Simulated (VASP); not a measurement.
Runs of VASP 6.6.1 on Ti. The structure is that of space group Im-3m (No. 229), or close to it. The cells are those of the table. 

```tsv
cell	gap on the mesh (eV)	pressure (GPa)
a = 2.715 Å, angles 109.5°, 1 atom	none	(b)
a = 2.768 Å, angles 109.5°, 1 atom	none	(a)
a = 2.660 Å, angles 109.5°, 1 atom	none	24.2
a = 2.868 Å, angles 109.5°, 1 atom	none	-5.1
a = 2.962 Å, angles 109.5°, 1 atom	none	-12.1
```

Alike in all rows: task single point; level PBE; potentials or basis VASP PAW PBE potentials, release 64 (Ti_sv); no spin polarisation; k mesh 22 × 22 × 22; cutoff (eV) 520; smearing gaussian 0.15 eV.

Question: Fill in the values left out.

Answer: (a) 6.1; (b) 14.2.

A gap of «none» marks levels without a gap at the run's occupations.
